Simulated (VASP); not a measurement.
# SnSe2 (P-3m1) in VASP: notebook, part 2 of 2

VASP 6.6.1. The steps go on from the part before.

## (5) Single point, PBE

This run uses another cell than the first one, of 30.01 Å³/atom.

The input, INCAR:

```
SYSTEM = SnSe2
PREC = Accurate
ENCUT = 520
EDIFF = 1E-7
ISMEAR = -1
SIGMA = 0.02
LREAL = .FALSE.
LASPH = .TRUE.
NELM = 60
ALGO = Normal
ISIF = 2
LWAVE = .FALSE.
LCHARG = .FALSE.
GGA = PE
NBANDS = 20
```

The input, KPOINTS:

```
Automatic mesh
0
G
  7 7 4
  0 0 0
```

The input, POSCAR:

```
SnSe2
1.0
    3.8735587850      0.0000000000      0.0000000000
   -1.9367793925      3.3546003108      0.0000000000
    0.0000000000      0.0000000000      6.9279770275
Sn Se
1 2
Direct
    0.0000000000      0.0000000000      0.0000000000
    0.3333333333      0.6666666667      0.2299822294
    0.6666666667      0.3333333333      0.7700177706
```

Potentials or basis: VASP PAW PBE potentials, release 64 (Sn_d, Se).

Command:

```console
> cat potpaw_PBE.64/Sn_d/POTCAR potpaw_PBE.64/Se/POTCAR > POTCAR
> mpirun -np 1 vasp_std > vasp.out
```

OUTCAR:

```text
SYSTEM = SnSe2
   PREC = Accurate
   ENCUT = 520
   EDIFF = 1E-7
   ISMEAR = -1
   LREAL = .FALSE.
   LASPH = .TRUE.
   NELM = 60
   ISIF = 2
   GGA = PE

 ion  position               nearest neighbor table
   1  0.000  0.000  0.000-   2 2.75   3 2.75   2 2.75   3 2.75   3 2.75   2 2.75
   2  0.333  0.667  0.230-   1 2.75   1 2.75   1 2.75
   3  0.667  0.333  0.770-   1 2.75   1 2.75   1 2.75

  LATTYP: Found a hexagonal cell.
 ALAT       =     3.8735587850
 C/A-ratio  =     1.7885302411

  Lattice vectors:

[... 192 lines left out ...]
      4     -18.4669      2.00000
      5     -18.4669      2.00000
      6     -10.7442      2.00000
[... 541 lines left out ...]
     19      12.0140      0.00000
     20      12.3346      0.00000

 [... further k-points ...]
[... 5 lines left out ...]
  --------------------------------------------------------------------------------------
  -------------------------------------------------------------------------------------
  Total        0.0345736      0.0345736      0.0554987     -0.0000000      0.0000000      0.0000000
  in kB        0.6153161      0.6153161      0.9877256     -0.0000000      0.0000000      0.0000000
  external PRESSURE =       0.7394526 kB  Pullay stress =       0.0000000 kB

 VOLUME and BASIS-vectors are now :
 -----------------------------------------------------------------------------
  energy-cutoff  :      520.00
  volume of cell :       90.02
      direct lattice vectors                 reciprocal lattice vectors
     3.873558785  0.000000000  0.000000000     0.258160533  0.149049053  0.000000000
    -1.936779393  3.354600311  0.000000000     0.000000000  0.298098106  0.000000000
     0.000000000  0.000000000  6.927977027     0.000000000  0.000000000  0.144342280

 POSITION                                       TOTAL-FORCE (eV/Angst)
 -----------------------------------------------------------------------------------
      0.00000      0.00000      0.00000         0.000000      0.000000      0.000000
     -0.00000      2.23640      1.59331         0.000000     -0.000000      0.014412
      1.93678      1.11820      5.33467        -0.000000      0.000000     -0.014412
 -----------------------------------------------------------------------------------
    total drift:                               -0.000000      0.000000      0.000000

  FREE ENERGIE OF THE ION-ELECTRON SYSTEM (eV)
  ---------------------------------------------------
  free  energy   TOTEN  =       -11.8704090820 eV

  energy  without entropy=      -11.8704090818  energy(sigma->0) =      -11.87040908
```

OSZICAR:

```text
N       E                     dE             d eps       ncg     rms          rms(c)
DAV:   1     0.198604878065E+03    0.19860E+03   -0.11957E+04  1140   0.139E+03
DAV:   2     0.104930973676E+02   -0.18811E+03   -0.18162E+03  1240   0.358E+02
DAV:   3    -0.114062194886E+02   -0.21899E+02   -0.21467E+02  1412   0.112E+02
DAV:   4    -0.121238159724E+02   -0.71760E+00   -0.71665E+00  1328   0.213E+01
DAV:   5    -0.121431796903E+02   -0.19364E-01   -0.19362E-01  1528   0.366E+00    0.467E+00
DAV:   6    -0.118853285271E+02    0.25785E+00   -0.55599E-01  1684   0.741E+00    0.300E+00
DAV:   7    -0.118698909636E+02    0.15438E-01   -0.14843E-01  1288   0.234E+00    0.989E-01
DAV:   8    -0.118697982398E+02    0.92724E-04   -0.12203E-02  1436   0.100E+00    0.260E-01
DAV:   9    -0.118703494145E+02   -0.55117E-03   -0.14819E-03  1232   0.304E-01    0.813E-02
DAV:  10    -0.118703750956E+02   -0.25681E-04   -0.12799E-04  1388   0.774E-02    0.308E-02
DAV:  11    -0.118704080515E+02   -0.32956E-04   -0.47869E-05  1192   0.396E-02    0.105E-02
DAV:  12    -0.118704079769E+02    0.74522E-07   -0.34149E-06  1492   0.117E-02    0.734E-03
DAV:  13    -0.118704088697E+02   -0.89279E-06   -0.23887E-06  1196   0.800E-03    0.267E-03
DAV:  14    -0.118704090402E+02   -0.17043E-06   -0.39701E-08  1084   0.138E-03    0.954E-04
DAV:  15    -0.118704090820E+02   -0.41840E-07   -0.45771E-08   952   0.143E-03
   1 F= -.11870409E+02 E0= -.11870409E+02  d E =-.198026E-09
```

stdout:

```text
POSCAR found type information on POSCAR SnSe
 POSCAR found :  2 types and       3 ions
 scaLAPACK will be used
 LDA part: xc-table for (Slater+PW92), standard interpolation
 POSCAR, INCAR and KPOINTS ok, starting setup
 FFT: planning ... GRIDC
 FFT: planning ... GRID_SOFT
 FFT: planning ... GRID
 WAVECAR not read
 entering main loop
```

Run time: 28 s. Hardware: 1 thread of AMD EPYC 9R45 (Zen 5), shared host; peak memory 0.19 GiB.

Results:

| Property | Result |
| --- | --- |
| Free energy | -11.8704 eV |
| Pressure | 0.1 GPa |
| Largest force | 0.014 eV/Å |
| Band gap on the k mesh | 0.80 eV (least direct gap 1.13 eV) |

Forces in eV/Å, atoms in the order of the input:
```
Sn   0.000  0.000  0.000
Se   0.000  0.000  0.014
Se   0.000  0.000 -0.014
```

Caveat: semilocal functionals underestimate gaps, and a narrow one can read as zero; spin-orbit coupling is left out, which moves the levels of the heavy elements; this functional lacks dispersion, which binds layers or chains, so the pressure and a relaxed spacing across them are unreliable. A k mesh can miss the band edges.

## (6) Overview

```csv
cell,gap on the mesh (eV),pressure (GPa),largest force (eV/Å)
"a = 3.659, b = 3.659, c = 5.250 Å, angles 90.0, 90.0, 120.0°, 3 atoms, atomic positions A",none,20.1,0.02
"a = 3.767, b = 3.767, c = 5.419 Å, angles 90.0, 90.0, 120.0°, 3 atoms, atomic positions B",none,10.1,0.03
"a = 3.806, b = 3.806, c = 5.762 Å, angles 90.0, 90.0, 120.0°, 3 atoms, atomic positions C",0.34,5.1,0.02
"a = 3.874, b = 3.874, c = 6.928 Å, angles 90.0, 90.0, 120.0°, 3 atoms, atomic positions D",0.80,0.1,0.01
```

Alike in all rows: task single point; level PBE; potentials or basis VASP PAW PBE potentials, release 64 (Sn_d, Se); no spin polarisation; k mesh 7 × 7 × 4; cutoff (eV) 520; smearing fermi-dirac 0.02 eV.

Caveats: semilocal functionals underestimate gaps, and a narrow one can read as zero; spin-orbit coupling is left out, which moves the levels of the heavy elements; the cell stands under pressure (at least some runs); this functional lacks dispersion, which binds layers or chains, so the pressure and a relaxed spacing across them are unreliable (at least some runs).

Absolute energies hang on the potentials; compare differences alone.
